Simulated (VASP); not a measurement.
# W8C8O in VASP: single point with PBEsol

Aim: the single point of W8C8O with PBEsol.

Program: VASP 6.6.1. These are calculated values, not measurements. Logs are shortened: lines on timing, memory, paths and dates and some standing lists are left out, and cuts for length are marked.

### 1 The cell of the first run

The cell holds a slab with vacuum, 17 atoms: a = 5.764 Å, b = 5.764 Å, c = 15.236 Å, α = 90.00°, β = 90.00°, γ = 120.00°.

### 2 Single point, PBEsol

Input file INCAR:

```
ALGO = Normal
EDIFF = 1E-6
ENCUT = 1000
GGA = PS
GGA_COMPAT = False
ISIF = 2
ISMEAR = -1
LASPH = True
LCHARG = False
LREAL = Auto
LWAVE = False
NBANDS = 89
NELM = 120
NELMDL = -8
PREC = Accurate
SIGMA = 0.15
```

Input file KPOINTS:

```
k-points
0
Gamma
  3 3 1
```

Input file POSCAR:

```
W8C8O
1.0
    5.7641400000      0.0000000000      0.0000000000
   -2.8820700000      4.9918920000      0.0000000000
    0.0000000000      0.0000000000     15.2358050000
W C O
8 8 1
Direct
    0.0000000000      0.0000000000      0.0656349000
   -0.0005800843     -0.0011622647      0.2587425095
    0.0000000000      0.5000000000      0.0656349000
   -0.0050652628      0.4995578720      0.2514138283
    0.5000000000      0.0000000000      0.0656349000
    0.4938248453     -0.0123616215      0.2449880573
    0.5000000000      0.5000000000      0.0656349000
    0.5046409931      0.4995652236      0.2514045505
    0.3295223944      0.1646070213      0.1530295930
    0.3763757537      0.1731460690      0.3351788596
    0.3331250701      0.6662458471      0.1485850554
    0.3233312738      0.6466484089      0.3218762210
    0.8350974127      0.1646175165      0.1530238460
    0.7966600654      0.1731329969      0.3351355321
    0.8363745365      0.6728002919      0.1538467780
    0.8288802777      0.6577789000      0.3293725614
    0.5491536997      0.0985418095      0.3814236845
```

Potentials or basis: VASP PAW PBE potentials, release 64 (W_sv, C_h, O_h).

On the command line:

```console
$ cat potpaw_PBE.64/W_sv/POTCAR potpaw_PBE.64/C_h/POTCAR potpaw_PBE.64/O_h/POTCAR > POTCAR
$ mpirun -np 1 vasp_std > vasp.out
```

OUTCAR:

```text
EDIFF = 1E-6
   ENCUT = 1000
   GGA = PS
   ISIF = 2
   ISMEAR = -1
   LASPH = True
   LREAL = Auto
   NELM = 120
   NELMDL = -8
   PREC = Accurate

 ion  position               nearest neighbor table
   1  0.000  0.000  0.066-  15 2.12  13 2.12   9 2.12   5 2.88   5 2.88   3 2.88   3 2.88   7 2.88
                             7 2.88   2 2.94
   2  0.999  0.999  0.259-  16 2.01  10 2.21  14 2.21  15 2.28   9 2.30  13 2.30   8 2.87   4 2.87
                             6 2.89   6 2.89   4 2.90   8 2.90   1 2.94
   3  0.000  0.500  0.066-  11 2.09  13 2.14  15 2.15   4 2.83   7 2.88   7 2.88   5 2.88   1 2.88
                             1 2.88   5 2.88
   4  0.995  0.500  0.251-  12 1.96  16 2.01  14 2.08  15 2.23  13 2.25  11 2.30   8 2.83   3 2.83
                             6 2.85   2 2.87   2 2.90   6 2.92   8 2.94
   5  0.500  0.000  0.066-  11 2.09  13 2.14   9 2.14   6 2.73   1 2.88   1 2.88   3 2.88   7 2.88
                             7 2.88   3 2.88
   6  0.494  0.988  0.245-  14 2.05  10 2.05  12 2.07  17 2.15  11 2.18   9 2.21  13 2.21   5 2.73
                             8 2.85   4 2.85   2 2.89   2 2.89   4 2.92   8 2.92
   7  0.500  0.500  0.066-  11 2.09   9 2.14  15 2.15   8 2.83   3 2.88   3 2.88   5 2.88   5 2.88
                             1 2.88   1 2.88
   8  0.505  0.500  0.251-  12 1.96  16 2.01  10 2.08  15 2.23   9 2.25  11 2.30   4 2.83   7 2.83
                             6 2.85   2 2.87   2 2.90   6 2.92   4 2.94
   9  0.330  0.165  0.153-   1 2.12   5 2.14   7 2.14   6 2.21   8 2.25   2 2.30
  10  0.376  0.173  0.335-  17 1.45   6 2.05   8 2.08   2 2.21
  11  0.333  0.666  0.149-   7 2.09   3 2.09   5 2.09   6 2.18   8 2.30   4 2.30
  12  0.323  0.647  0.322-   4 1.96   8 1.96   6 2.07
  13  0.835  0.165  0.153-   1 2.12   5 2.14   3 2.14   6 2.21   4 2.25   2 2.30
  14  0.797  0.173  0.335-  17 1.45   6 2.05   4 2.08   2 2.21
  15  0.836  0.673  0.154-   1 2.12   7 2.15   3 2.15   8 2.23   4 2.23   2 2.28
  16  0.829  0.658  0.329-   8 2.01   4 2.01   2 2.01
  17  0.549  0.099  0.381-  10 1.45  14 1.45   6 2.15

  LATTYP: Found a hexagonal cell.
 ALAT       =     5.7641400000
 C/A-ratio  =     2.6432052310

  Lattice vectors:

 A1 = (   5.7641400000,   0.0000000000,   0.0000000000)
 A2 = (  -2.8820700000,   4.9918920000,   0.0000000000)
 A3 = (   0.0000000000,   0.0000000000,  15.2358050000)

Analysis of symmetry for initial positions (statically):
=====================================================================
 Subroutine PRICEL returns:
 Original cell was already a primitive cell.

 Routine SETGRP: Setting up the symmetry group for a
 hexagonal supercell.

 Subroutine GETGRP returns: Found  1 space group operations
 (whereof  1 operations were pure point group operations)
 out of a pool of 24 trial point group operations.

The static configuration has the point symmetry C_1 .

Analysis of symmetry for dynamics (positions and initial velocities):
=====================================================================
 Subroutine PRICEL returns:
 Original cell was already a primitive cell.

 Routine SETGRP: Setting up the symmetry group for a
 hexagonal supercell.

 Subroutine GETGRP returns: Found  1 space group operations
 (whereof  1 operations were pure point group operations)
 out of a pool of 24 trial point group operations.

The dynamic configuration has the point symmetry C_1 .

 Subroutine INISYM returns: Found  1 space group operations
 (whereof  1 operations are pure point group operations),
 and found     1 'primitive' translations

----------------------------------------------------------------------------------------

                                     Primitive cell

  volume of cell :     438.3945

  direct lattice vectors                    reciprocal lattice vectors
     5.764140000  0.000000000  0.000000000     0.173486418  0.100162423  0.000000000
    -2.882070000  4.991892000  0.000000000     0.000000000  0.200324847  0.000000000
     0.000000000  0.000000000 15.235805000     0.000000000  0.000000000  0.065634865

  length of vectors
     5.764140000  5.764140285 15.235805000     0.200324857  0.200324847  0.065634865

  position of ions in fractional coordinates (direct lattice)
     0.000000000  0.000000000  0.065634900
     0.999419916  0.998837735  0.258742510
     0.000000000  0.500000000  0.065634900
     0.994934737  0.499557872  0.251413828
     0.500000000  0.000000000  0.065634900
     0.493824845  0.987638379  0.244988057
[... 9 lines left out ...]
     0.828880278  0.657778900  0.329372561
     0.549153700  0.098541809  0.381423684

  ion indices of the primitive-cell ions
   primitive index   ion index
                 1           1
                 2           2
                 3           3
                 4           4
                 5           5
                 6           6
[... 9 lines left out ...]
                16          16
                17          17

----------------------------------------------------------------------------------------

 KPOINTS: k-points

Automatic generation of k-mesh.
 Grid dimensions read from file:
 generate k-points for:    3    3    1

 Generating k-lattice:

  Cartesian coordinates                     Fractional coordinates (reciprocal lattice)
     0.057828806  0.033387474  0.000000000     0.333333333  0.000000000  0.000000000
     0.000000000  0.066774949  0.000000000     0.000000000  0.333333333  0.000000000
     0.000000000  0.000000000  0.065634865     0.000000000  0.000000000  1.000000000

  Length of vectors
     0.066774952  0.066774949  0.065634865

  Shift w.r.t. Gamma in fractional coordinates (k-lattice)
     0.000000000  0.000000000  0.000000000

 Subroutine IBZKPT returns following result:
 ===========================================

 Found      5 irreducible k-points:

 Following reciprocal coordinates:
            Coordinates               Weight
  0.000000  0.000000  0.000000      1.000000
  0.333333 -0.000000  0.000000      2.000000
  0.000000  0.333333  0.000000      2.000000
 -0.333333  0.333333  0.000000      2.000000
  0.333333  0.333333  0.000000      2.000000
   k-points           NKPTS =      5   k-points in BZ     NKDIM =      5   number of bands    NBANDS=     89
   number of dos      NEDOS =    301   number of ions     NIONS =     17
   total plane-waves  NPLWV = 576000
   dimension x,y,z NGX =    60 NGY =   60 NGZ =  160
   dimension x,y,z NGXF=   120 NGYF=  120 NGZF=  320
   ions per type =               8   8   1
   NGX,Y,Z   is equivalent  to a cutoff of  17.30, 17.30, 17.46 a.u.
   NGXF,Y,Z  is equivalent  to a cutoff of  34.61, 34.61, 34.92 a.u.
 SYSTEM =  unknown system
   PREC   = accura    normal or accurate (medium, high low for compatibility)
   ISTART =      0    job   : 0-new  1-cont  2-samecut
   ICHARG =      2    charge: 1-file 2-atom 10-const
   ISPIN  =      1    spin polarized calculation?
   LNONCOLLINEAR =      F non collinear calculations
   LSORBIT =      F    spin-orbit coupling
   LASPH  =      T    aspherical Exc in radial PAW
   ENCUT  = 1000.0 eV  73.50 Ry    8.57 a.u.  14.86 14.86 39.28*2*pi/ulx,y,z
   NELM   =    120;   NELMIN=  2; NELMDL= -8     # of ELM steps
   EDIFF  = 0.1E-05   stopping-criterion for ELM
   LREAL  =      T    real-space projection
   EDIFFG = 0.1E-04   stopping-criterion for IOM
   NSW    =      0    number of steps for IOM
   IBRION =     -1    ionic relax: 0-MD 1-quasi-New 2-CG
   NFREE  =      0    steps in history (QN), initial steepest desc. (CG)
   ISIF   =      2    stress and relaxation
   ISYM   =      2    0-nonsym 1-usesym 2-fastsym
   POTIM  = 0.5000    time-step for ionic-motion
   TEBEG  =    0.0;   TEEND  =   0.0 temperature during run
   PSTRESS=    0.0 pullay stress
   NELECT =     150.0000    total number of electrons
   NUPDOWN=      -1.0000    fix difference up-down
   EMIN   =  10.00;   EMAX   =-10.00  energy-range for DOS
   EFERMI =   0.00;   METHOD = LEGACY
   ISMEAR =    -1;   SIGMA  =   0.15  broadening in eV -4-tet -1-fermi 0-gaus
   EFERMI_NEDOS =   21; number of points for ismear=-14 and -15
   IALGO  =     38    algorithm
   IMIX   =      4    mixing-type and parameters
     AMIX     =   0.40;   BMIX     =  1.00
     AMIX_MAG =   1.60;   BMIX_MAG =  1.00
  volume/ion in A,a.u.               =      25.79       174.03
  Fermi-wavevector in a.u.,A,eV,Ry     =   1.145030  2.163793 17.838514  1.311094
  Thomas-Fermi vector in A             =   2.281720
   LORBIT       =      0    0 simple, 1 ext, 2 COOP (PROOUT), +10 PAW based schemes
   GGA     = PS    functional components
   LHFCALC =     F    Hartree Fock is set to
   AEXX    =    0.0000 exact exchange contribution
   IVDW    =     0    specifies the selected vdW correction
   LEPSILON=     F    determine dielectric tensor
   LRPA    =     F    only Hartree local field effects (RPA)
 non-spin polarized calculation
  energy-cutoff  :     1000.00
  volume of cell :      438.39
 maximum number of plane-waves:     31539
   NGX = 29   NGY = 29   NGZ = 79

 number of electron     150.0000001 magnetization

 Free energy of the ion-electron system (eV)
  ---------------------------------------------------
  ext. energy  EPLUGINS =         0.00000000
  ---------------------------------------------------
  free energy    TOTEN  =      -180.03404166 eV

  energy without entropy =     -179.67472810  energy(sigma->0) =     -179.85438488

 E-fermi :   1.2378     XC(G=0):  -6.6766

 val. band max:        1.2192824146   @ k =   0.3333   0.3333   0.0000
 cond. band min:       1.3547817630   @ k =   0.3333  -0.0000   0.0000
 fundamental gap:      0.1354993484
 Fermi energy:         1.2378126534

 k-point     1 :       0.0000    0.0000    0.0000
  band No.  band energies     occupation
      1     -72.9868      2.00000
      2     -72.8106      2.00000
      3     -72.6765      2.00000
      4     -72.6209      2.00000
      5     -72.5992      2.00000
      6     -72.5761      2.00000
[... 439 lines left out ...]
     86       3.7613      0.00000
     87       3.7921      0.00000
 [bands above 87 left out]

------------------------ aborting loop because EDIFF is reached ----------------------------------------

  FORCE on cell =-STRESS in cart. coord.  units (eV):
  Direction    XX          YY          ZZ          XY          YZ          ZX
  --------------------------------------------------------------------------------------
  -------------------------------------------------------------------------------------
  Total       -1.3673576      5.3399775      1.1042078      0.0049960      0.0441360      0.0092104
  in kB       -4.9972099     19.5157346      4.0354903      0.0182586      0.1613017      0.0336608
  external PRESSURE =       6.1846717 kB  Pullay stress =       0.0000000 kB

 VOLUME and BASIS-vectors are now :
 -----------------------------------------------------------------------------
  energy-cutoff  :     1000.00
  volume of cell :      438.39
      direct lattice vectors                 reciprocal lattice vectors
     5.764140000  0.000000000  0.000000000     0.173486418  0.100162423  0.000000000
    -2.882070000  4.991892000  0.000000000     0.000000000  0.200324847  0.000000000
     0.000000000  0.000000000 15.235805000     0.000000000  0.000000000  0.065634865

 POSITION                                       TOTAL-FORCE (eV/Angst)
 -----------------------------------------------------------------------------------
      0.00000      0.00000      1.00000         0.000092      0.170063      0.688392
      2.88208      4.98609      3.94215        -0.000463      0.021744     -0.001538
     -1.44104      2.49595      1.00000        -0.288081     -0.183731     -0.047569
      4.29518      2.49374      3.83049        -0.004322     -0.009301     -0.026161
      2.88207      0.00000      1.00000         0.000083      0.200372     -0.807307
      0.00003      4.93018      3.73259        -0.005986     -0.032946     -0.092546
[... 9 lines left out ...]
      2.88202      3.28356      5.01826         0.000392     -0.006062      0.087875
      2.88139      0.49191      5.81130         0.000744      0.000277      0.105224
 -----------------------------------------------------------------------------------
    total drift:                               -0.000525      0.001832     -0.006794

  FREE ENERGIE OF THE ION-ELECTRON SYSTEM (eV)
  ---------------------------------------------------
  free  energy   TOTEN  =      -180.0340416554 eV

  energy  without entropy=     -179.6747280965  energy(sigma->0) =     -179.85438488
```

Wall time 28 min (1 thread of Intel Xeon Platinum 8259CL at 2.50GHz (Skylake/Cascade Lake), shared host); peak memory 1.3 GiB.

What came out:

```yaml
Free_energy: -180.0340 eV
Largest_force: 0.832 eV/Å
Band_gap_on_the_k_mesh: zero (bands 75 and 76 overlap by 0.53 eV)
```

Forces on the atoms (eV/Å):
```
W    0.000  0.170  0.688
W    0.000  0.022 -0.002
W   -0.288 -0.184 -0.048
W   -0.004 -0.009 -0.026
W    0.000  0.200 -0.807
W   -0.006 -0.033 -0.093
W    0.288 -0.185 -0.049
W    0.001 -0.012 -0.024
C   -0.007  0.000 -0.007
C   -0.058  0.012  0.041
C    0.000 -0.008  0.002
C    0.000  0.017  0.094
C    0.006 -0.001 -0.005
C    0.065  0.013  0.049
C    0.002  0.002 -0.007
C    0.000 -0.006  0.088
O    0.001  0.000  0.105
```

Caveat: the k points lie up to 0.42 Å⁻¹ apart, too coarse for converged energies and pressures of a metal; there is no dipole correction, which matters where the two faces differ; the PAW data sets were made with another functional, which shifts forces and pressure a little; spin-orbit coupling is left out, which moves the levels of the heavy elements.

The gap in the log of VASP goes by the Fermi energy; the results here count the filled bands.